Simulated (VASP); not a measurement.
Crystal: Rh.

```xyz
1
Lattice="0.0000 1.9008 1.9008 1.9008 0.0000 1.9008 1.9008 1.9008 0.0000" Properties=species:S:1:pos:R:3 pbc="T T T"
Rh    0.0000    0.0000    0.0000
```

Base run:

| Property | Result |
| --- | --- |
| Program | VASP 6.6.1 |
| Functional | r2SCAN |
| Potentials or basis | VASP PAW PBE potentials, release 64 (Rh_sv_GW) |
| Cutoff | 680 eV |
| k mesh | 14 × 14 × 14 |
| Occupations | methfessel-paxton, width 0.6 eV |
| Spin | no spin polarisation |

Its results: band gap on the k mesh zero (an odd number of electrons rules out a gap without spin polarisation); pressure -0.2 GPa.

**Question.** The run is repeated on the same cell with these changes: occupations from methfessel-paxton, width 0.6 eV to fermi-dirac, width 0.2 eV. What comes out?

**Answer.** Band gap on the k mesh zero (an odd number of electrons rules out a gap without spin polarisation); pressure 1.4 GPa.

Caveats: the PAW data sets were made with another functional, which shifts forces and pressure a little; so wide a smearing shifts energies and pressures (at least some runs).
